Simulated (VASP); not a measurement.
Write the native input for VASP 6.6.1 that does the following.

- Task: single point
- Functional: PBE
- Dispersion: D3(BJ)
- Potentials or basis: VASP PAW PBE potentials, release 64 (Mo_sv, S)
- Cutoff: 520 eV
- k mesh: 12 × 12 × 12
- Occupations: gaussian, width 0.05 eV
- Spin: no spin polarisation
- Dipole correction: no
- Further INCAR settings: ALGO = Normal; EDIFF = 1e-06; NBANDS = 20

The structure of MoS2 lies in POSCAR:

```
MoS2
1.0
    1.5765748049      0.9102358880      6.4297333333
   -1.5765748049      0.9102358880      6.4297333333
    0.0000000000     -1.8204717761      6.4297333333
Mo S
1 2
Direct
    0.0000172156      0.0000172156      0.0000172156
    0.7535368444      0.7535368444      0.7535368444
    0.5797459400      0.5797459400      0.5797459400
```

One way to write it, as run:

INCAR

```
PREC = Accurate ; ENCUT = 520
EDIFF = 1E-6 ; ISMEAR = 0
SIGMA = 0.05 ; LREAL = F
LASPH = T ; NELM = 100
ALGO = Normal ; ISIF = 2
LWAVE = F ; LCHARG = F
GGA = PE ; IVDW = 12
NBANDS = 20
```

KPOINTS

```
regular mesh
0
Gamma
  12 12 12
```

Potentials or basis: VASP PAW PBE potentials, release 64 (Mo_sv, S).

Command:

```sh
$ cat potpaw_PBE.64/Mo_sv/POTCAR potpaw_PBE.64/S/POTCAR > POTCAR
$ mpirun -np 1 vasp_std > vasp.out
```

Results of the run:

```yaml
Pressure: -10.0 GPa
Largest_force: 1.771 eV/Å
Band_gap_on_the_k_mesh: 1.06 eV (least direct gap 1.91 eV)
Dispersion_energy_per_atom: -0.410 eV
```

Caveat: the stress differs along the axes, from -19 to -6 GPa; forces of over 1 eV/Å act on the atoms, so gaps and moduli don't describe the material at rest.

It took 17 min on 1 thread of Intel Xeon 8259CL, on a shared host, peak memory 0.47 GiB.
